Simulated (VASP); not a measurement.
# C (R-3m) in VASP: further runs

Runs on C. Level: PBE+D3(BJ). Tasks: single point.

All numbers are computed with VASP 6.6.1; they aren't measurements. Logs are shortened: lines on timing, memory, paths and dates and some standing lists are left out, and cuts for length are marked.

### 1 The cell of the first run

The structure is trigonal, space group R-3m (No. 166). The conventional cell has a = 2.539 Å, b = 2.539 Å, c = 21.116 Å, α = 90.00°, β = 90.00°, γ = 120.00°. C (site symmetry 3m) has 3 C at 1.47 Å within 2.0 Å. Within 2.0 Å of C (site symmetry 3m) lie 3 C at 1.47 Å.

### 2 Single point, PBE+D3(BJ) (strain +0.030 along x and y, +0.015 along z)

File INCAR:

```
SYSTEM = C
ALGO     = Normal         ! electronic algorithm
EDIFF    = 1E-6           ! SCF threshold, eV
ENCUT    = 520            ! plane-wave cutoff, eV
GGA      = PE             ! functional
ISIF     = 2              ! what is computed and relaxed
ISMEAR   = 0              ! smearing method
IVDW     = 12             ! dispersion correction
LASPH    = .True.         ! aspherical terms in the spheres
LCHARG   = .False.        ! write CHGCAR
LREAL    = .False.        ! projectors in reciprocal space
LWAVE    = .False.        ! write WAVECAR
NBANDS   = 16             ! bands
NELM     = 80             ! most SCF steps
PREC     = Accurate       ! precision mode
SIGMA    = 0.03           ! smearing width, eV
```

File KPOINTS:

```
k-points
0
Gamma
  18 18 18
  0 0 0
```

File POSCAR:

```
C
1.0
    1.2694126077      0.7328957107      7.0386793458
   -1.2694126077      0.7328957107      7.0386793458
    0.0000000000     -1.4657914215      7.0386793458
C
4
Direct
    0.0811523517      0.0811523517      0.0811523517
    0.9188476483      0.9188476483      0.9188476483
    0.2521616043      0.2521616043      0.2521616043
    0.7478383957      0.7478383957      0.7478383957
```

Potentials or basis: VASP PAW PBE potentials, release 64 (C).

Launch:

```sh
$ cat potpaw_PBE.64/C/POTCAR > POTCAR
$ mpirun -np 1 vasp_std > vasp.out
```

OUTCAR:

```text
SYSTEM = C
   EDIFF = 1E-6
   ENCUT = 520
   GGA = PE
   ISIF = 2
   ISMEAR = 0
   IVDW = 12
   LASPH = .True.
   LREAL = .False.
   NELM = 80
   PREC = Accurate
 IVDW          = 12

 ion  position               nearest neighbor table
   1  0.081  0.081  0.081-   4 1.47   4 1.47   4 1.47
   2  0.919  0.919  0.919-   3 1.47   3 1.47   3 1.47
   3  0.252  0.252  0.252-   2 1.47   2 1.47   2 1.47
   4  0.748  0.748  0.748-   1 1.47   1 1.47   1 1.47

  LATTYP: Found a trigonal (rhomboedric) cell.
 ALAT       =     7.1896836804
 COS(alpha) =     0.9376529307

  Lattice vectors:

 A1 = (   1.2694126077,   0.7328957107,   7.0386793458)
 A2 = (  -1.2694126077,   0.7328957107,   7.0386793458)
 A3 = (   0.0000000000,  -1.4657914215,   7.0386793458)

Analysis of symmetry for initial positions (statically):
=====================================================================
 Subroutine PRICEL returns:
 Original cell was already a primitive cell.

 Routine SETGRP: Setting up the symmetry group for a
 trigonal (rhombohedral) supercell.

 Subroutine GETGRP returns: Found 12 space group operations
 (whereof 12 operations were pure point group operations)
 out of a pool of 12 trial point group operations.

The static configuration has the point symmetry D_3d.

Analysis of symmetry for dynamics (positions and initial velocities):
=====================================================================
 Subroutine PRICEL returns:
 Original cell was already a primitive cell.

 Routine SETGRP: Setting up the symmetry group for a
 trigonal (rhombohedral) supercell.

 Subroutine GETGRP returns: Found 12 space group operations
 (whereof 12 operations were pure point group operations)
 out of a pool of 12 trial point group operations.

The dynamic configuration has the point symmetry D_3d.

 Subroutine INISYM returns: Found 12 space group operations
 (whereof 12 operations are pure point group operations),
 and found     1 'primitive' translations

----------------------------------------------------------------------------------------

                                     Primitive cell

  volume of cell :      39.2905

  direct lattice vectors                    reciprocal lattice vectors
     1.269412608  0.732895711  7.038679346     0.393882964  0.227408435  0.047357369
    -1.269412608  0.732895711  7.038679346    -0.393882964  0.227408435  0.047357369
[... 90 lines left out ...]
   LREAL  =      F    real-space projection
   EDIFFG = 0.1E-04   stopping-criterion for IOM
   NSW    =      0    number of steps for IOM
   IBRION =     -1    ionic relax: 0-MD 1-quasi-New 2-CG
   NFREE  =      0    steps in history (QN), initial steepest desc. (CG)
   ISIF   =      2    stress and relaxation
   ISYM   =      2    0-nonsym 1-usesym 2-fastsym
   POTIM  = 0.5000    time-step for ionic-motion
   TEBEG  =    0.0;   TEEND  =   0.0 temperature during run
   PSTRESS=    0.0 pullay stress
   NELECT =      16.0000    total number of electrons
   NUPDOWN=      -1.0000    fix difference up-down
   EMIN   =  10.00;   EMAX   =-10.00  energy-range for DOS
   EFERMI =   0.00;   METHOD = LEGACY
   ISMEAR =     0;   SIGMA  =   0.03  broadening in eV -4-tet -1-fermi 0-gaus
   EFERMI_NEDOS =   21; number of points for ismear=-14 and -15
   IALGO  =     38    algorithm
   IMIX   =      4    mixing-type and parameters
     AMIX     =   0.40;   BMIX     =  1.00
     AMIX_MAG =   1.60;   BMIX_MAG =  1.00
  volume/ion in A,a.u.               =       9.82        66.29
  Fermi-wavevector in a.u.,A,eV,Ry     =   1.213442  2.293073 20.033782  1.472441
  Thomas-Fermi vector in A             =   2.348894
   LORBIT       =      0    0 simple, 1 ext, 2 COOP (PROOUT), +10 PAW based schemes
   GGA     = PE    functional components
   LHFCALC =     F    Hartree Fock is set to
   AEXX    =    0.0000 exact exchange contribution
   IVDW    =    12    specifies the selected vdW correction
   LEPSILON=     F    determine dielectric tensor
   LRPA    =     F    only Hartree local field effects (RPA)
 non-spin polarized calculation
 Gauss-broadening in eV      SIGMA  =   0.03
  energy-cutoff  :      520.00
  volume of cell :       39.29
 maximum number of plane-waves:      1076
 NGX is ok and might be reduce to    54
   NGX = 27   NGY = 27   NGZ = 27

 number of electron      16.0000000 magnetization

 Free energy of the ion-electron system (eV)
  ---------------------------------------------------
  ext. energy  EPLUGINS =         0.00000000
  ---------------------------------------------------
  free energy    TOTEN  =       -36.64967710 eV

  energy without entropy =      -36.64967710  energy(sigma->0) =      -36.64967710

 E-fermi :   3.7639     XC(G=0):  -9.8146

 val. band max:        3.6470910318   @ k =  -0.3333   0.3333   0.0000
 cond. band min:       3.8807131047   @ k =  -0.3333   0.3333   0.0000
 fundamental gap:      0.2336220729
 Fermi energy:         3.7638936175

 k-point     1 :       0.0000    0.0000    0.0000
  band No.  band energies     occupation
      1     -15.1541      2.00000
      2     -14.9342      2.00000
      3      -4.0148      2.00000
      4      -2.4127      2.00000
      5       0.7240      2.00000
      6       0.7240      2.00000
[... 433 lines left out ...]
      3      -3.5297      2.00000
      4      -3.4835      2.00000
      5      -2.2942      2.00000
      6      -1.3344      2.00000
[... 8 lines left out ...]
     15      15.5458      0.00000
     16      15.6495      0.00000

 [... further k-points ...]

------------------------ aborting loop because EDIFF is reached ----------------------------------------

 Edisp (eV)   -0.57549

 E8    (eV) :    -0.1622

  FORCE on cell =-STRESS in cart. coord.  units (eV):
  Direction    XX          YY          ZZ          XY          YZ          ZX
  --------------------------------------------------------------------------------------
  -------------------------------------------------------------------------------------
  Total      -7.68077    -7.68077    -0.06091     0.00000     0.00000    -0.00000
  in kB    -313.20444  -313.20444    -2.48386     0.00000     0.00000    -0.00000
  external pressure =     -209.63 kB  Pullay stress =        0.00 kB

 VOLUME and BASIS-vectors are now :
 -----------------------------------------------------------------------------
  energy-cutoff  :      520.00
  volume of cell :       39.29
      direct lattice vectors                 reciprocal lattice vectors
     1.269412608  0.732895711  7.038679346     0.393882964  0.227408435  0.047357369
    -1.269412608  0.732895711  7.038679346    -0.393882964  0.227408435  0.047357369
     0.000000000 -1.465791422  7.038679346     0.000000000 -0.454816870  0.047357369

 POSITION                                       TOTAL-FORCE (eV/Angst)
 -----------------------------------------------------------------------------------
      0.00000     -0.00000      1.71362         0.000000      0.000000     -0.001808
      0.00000     -0.00000     19.40242         0.000000     -0.000000      0.001808
      0.00000     -0.00000      5.32465         0.000000     -0.000000      0.001150
      0.00000     -0.00000     15.79138         0.000000      0.000000     -0.001150
 -----------------------------------------------------------------------------------
    total drift:                               -0.000000     -0.000000      0.000000

  FREE ENERGIE OF THE ION-ELECTRON SYSTEM (eV)
  ---------------------------------------------------
  free  energy   TOTEN  =       -37.2251704997 eV

  energy  without entropy=      -37.2251704997  energy(sigma->0) =      -37.22517050
```

OSZICAR:

```text
N       E                     dE             d eps       ncg     rms          rms(c)
DAV:   1     0.346894226927E+02    0.34689E+02   -0.78054E+03 18592   0.912E+02
DAV:   2    -0.355262228269E+02   -0.70216E+02   -0.64009E+02 26432   0.186E+02
DAV:   3    -0.384214960154E+02   -0.28953E+01   -0.28797E+01 24040   0.354E+01
DAV:   4    -0.384495786355E+02   -0.28083E-01   -0.28059E-01 23856   0.410E+00
DAV:   5    -0.384500742743E+02   -0.49564E-03   -0.49557E-03 23584   0.521E-01    0.796E+00
DAV:   6    -0.370844792640E+02    0.13656E+01   -0.94558E-01 22416   0.591E+00    0.466E+00
DAV:   7    -0.366426279863E+02    0.44185E+00   -0.11789E+00 23472   0.672E+00    0.121E+00
DAV:   8    -0.366500064514E+02   -0.73785E-02   -0.53054E-02 22040   0.135E+00    0.194E-01
DAV:   9    -0.366494508252E+02    0.55563E-03   -0.12396E-03 24688   0.239E-01    0.751E-02
DAV:  10    -0.366496712558E+02   -0.22043E-03   -0.42428E-04 20144   0.128E-01    0.444E-02
DAV:  11    -0.366496763879E+02   -0.51320E-05   -0.20931E-05 23552   0.316E-02    0.381E-03
DAV:  12    -0.366496771037E+02   -0.71576E-06   -0.12528E-06 21240   0.790E-03
   1 F= -.37225170E+02 E0= -.37225170E+02  d E =-.531119E-10
```

Wall time 16 min (1 thread of Intel Xeon Platinum 8559C (Emerald Rapids), shared host); peak memory 0.56 GiB.

What came out:

* Free energy: -37.2252 eV
* Pressure: -21.0 GPa
* Dispersion energy per atom: -0.144 eV

Caveat: the cell differs from its parent crystal (strain +0.030 along x and y, +0.015 along z); the stress differs along the axes, from -31 to -0 GPa.

### 3 Single point, PBE+D3(BJ) (strain +0.030 along x and y, +0.030 along z)

File INCAR:

```
SYSTEM = C
ALGO = Normal ; EDIFF = 1E-6
ENCUT = 520 ; GGA = PE
ISIF = 2 ; ISMEAR = 0
IVDW = 12 ; LASPH = .TRUE.
LCHARG = .FALSE. ; LREAL = .FALSE.
LWAVE = .FALSE. ; NBANDS = 16
NELM = 100 ; PREC = Accurate
SIGMA = 0.03
```

File KPOINTS:

```
k-points
0
G
  18 18 18
  0 0 0
```

File POSCAR:

```
C
1.0
    1.2694126077      0.7328957107      7.1426992376
   -1.2694126077      0.7328957107      7.1426992376
    0.0000000000     -1.4657914215      7.1426992376
C
4
Direct
    0.0811523517      0.0811523517      0.0811523517
    0.9188476483      0.9188476483      0.9188476483
    0.2521616043      0.2521616043      0.2521616043
    0.7478383957      0.7478383957      0.7478383957
```

Potentials or basis: VASP PAW PBE potentials, release 64 (C).

Launch:

```sh
$ cat potpaw_PBE.64/C/POTCAR > POTCAR
$ mpirun -np 1 vasp_std > vasp.out
```

OUTCAR:

```text
SYSTEM = C
   EDIFF = 1E-6
   ENCUT = 520
   GGA = PE
   ISIF = 2
   ISMEAR = 0
   IVDW = 12
   LASPH = .TRUE.
   LREAL = .FALSE.
   NELM = 100
   PREC = Accurate
 IVDW          = 12

 ion  position               nearest neighbor table
   1  0.081  0.081  0.081-   4 1.47   4 1.47   4 1.47
   2  0.919  0.919  0.919-   3 1.47   3 1.47   3 1.47
   3  0.252  0.252  0.252-   2 1.47   2 1.47   2 1.47
   4  0.748  0.748  0.748-   1 1.47   1 1.47   1 1.47

  LATTYP: Found a trigonal (rhomboedric) cell.
[... 655 lines left out ...]

 E8    (eV) :    -0.1591

  FORCE on cell =-STRESS in cart. coord.  units (eV):
  Direction    XX          YY          ZZ          XY          YZ          ZX
  --------------------------------------------------------------------------------------
  -------------------------------------------------------------------------------------
  Total      -7.66341    -7.66341    -0.14890     0.00000     0.00000    -0.00000
  in kB    -307.94563  -307.94563    -5.98338     0.00000     0.00000    -0.00000
  external pressure =     -207.29 kB  Pullay stress =        0.00 kB

 VOLUME and BASIS-vectors are now :
 -----------------------------------------------------------------------------
  energy-cutoff  :      520.00
  volume of cell :       39.87
      direct lattice vectors                 reciprocal lattice vectors
     1.269412608  0.732895711  7.142699238     0.393882964  0.227408435  0.046667698
    -1.269412608  0.732895711  7.142699238    -0.393882964  0.227408435  0.046667698
     0.000000000 -1.465791422  7.142699238     0.000000000 -0.454816870  0.046667698

 POSITION                                       TOTAL-FORCE (eV/Angst)
 -----------------------------------------------------------------------------------
      0.00000     -0.00000      1.73894         0.000000      0.000000     -0.000774
      0.00000     -0.00000     19.68916         0.000000     -0.000000      0.000774
      0.00000     -0.00000      5.40334         0.000000     -0.000000      0.002445
      0.00000     -0.00000     16.02475         0.000000      0.000000     -0.002445
 -----------------------------------------------------------------------------------
    total drift:                               -0.000000     -0.000000      0.000000

  FREE ENERGIE OF THE ION-ELECTRON SYSTEM (eV)
  ---------------------------------------------------
  free  energy   TOTEN  =       -37.2239197640 eV

  energy  without entropy=      -37.2239197632  energy(sigma->0) =      -37.22391976
```

It took 14 min on 1 thread of Intel Xeon Platinum 8559C (Emerald Rapids), shared host; peak memory 0.56 GiB.

What came out:

| Item | Value |
| --- | --- |
| Free energy | -37.2239 eV |
| Pressure | -20.7 GPa |
| Dispersion energy per atom | -0.141 eV |

Forces on the atoms (eV/Å):
```
C    0.000  0.000 -0.001
C    0.000  0.000  0.001
C    0.000  0.000  0.002
C    0.000  0.000 -0.002
```

Stress tensor (GPa, compression positive):
```
-30.79   0.00   0.00
  0.00 -30.79   0.00
  0.00   0.00  -0.60
```

Caveat: the cell differs from its parent crystal (strain +0.030 along x and y, +0.030 along z); the stress differs along the axes, from -31 to -1 GPa.
